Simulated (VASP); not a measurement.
**BaTiO3: single point with r2SCAN**

BaTiO3:

```
Ba Ti O
1.0
     3.99397    0.00000    0.00000
     0.00000    3.99397    0.00000
     0.00000    0.00000    3.83434
Ba Ti O
1 1 3
Direct
  0.00000 0.00000 0.00000
  0.50000 0.50000 0.50000
  0.50000 0.50000 0.00000
  0.50000 0.00000 0.50000
  0.00000 0.50000 0.50000
```

This cell differs from its parent crystal: strain +0.000 along x and y, -0.040 along z.

```json
{
  "Program": "VASP 6.6.1",
  "Task": "single point",
  "Functional": "r2SCAN",
  "Potentials or basis": "VASP PAW PBE potentials, release 64 (Ba_sv, Ti_sv, O)",
  "Cutoff": "520 eV",
  "k mesh": "8 × 8 × 8",
  "Occupations": "gaussian, width 0.05 eV",
  "Spin": "no spin polarisation",
  "Dipole correction": "no",
  "Further INCAR settings": "ALGO = Normal; EDIFF = 1e-06; NBANDS = 28"
}
```

| Property | Result |
| --- | --- |
| Pressure | 10.9 GPa |
| Band gap on the k mesh | 2.15 eV, indirect (least direct gap 2.26 eV) |

Stress tensor (GPa, compression positive):
```
 7.29  0.00  0.00
 0.00  7.29  0.00
 0.00  0.00 18.08
```

Levels at points of the mesh, in eV from the valence-band top:
| k point | band 16 | band 17 | band 18 | band 19 | band 20 | band 21 | band 22 | band 23 | band 24 | band 25 |
| --- | --- | --- | --- | --- | --- | --- | --- | --- | --- | --- |
| (0.00, 0.00, 0.00) | -1.28 | -1.14 | -0.17 | -0.17 | -0.12 | 2.15 | 2.23 | 2.23 | 4.32 | 4.61 |
| (0.50, 0.00, 0.00) | -2.03 | -1.77 | -1.75 | -0.79 | -0.75 | 2.39 | 3.94 | 3.95 | 4.55 | 6.69 |
| (0.50, 0.50, 0.00) | -2.70 | -1.79 | -1.16 | -1.16 | -0.23 | 3.96 | 3.96 | 4.39 | 5.75 | 8.26 |
| (0.00, 0.00, 0.50) | -2.26 | -2.13 | -1.95 | -0.82 | -0.82 | 2.36 | 4.33 | 4.33 | 4.33 | 6.91 |
| (0.50, 0.00, 0.50) | -2.88 | -1.80 | -0.78 | -0.77 | -0.12 | 3.96 | 4.34 | 4.66 | 5.32 | 8.67 |
| (0.50, 0.50, 0.50) | -2.62 | -2.16 | -0.11 | 0.00 | 0.00 | 4.69 | 4.92 | 4.92 | 7.43 | 7.65 |

Wall time 3.6 min on 1 thread of Intel(R) Xeon(R) 6975P-C (Granite Rapids) (shared host), peak memory 0.26 GiB.

Caveat: the cell differs from its parent crystal (strain +0.000 along x and y, -0.040 along z); the PAW data sets were made with another functional, which shifts forces and pressure a little; spin-orbit coupling is left out, which moves the levels of the heavy elements. A k mesh can miss the band edges.
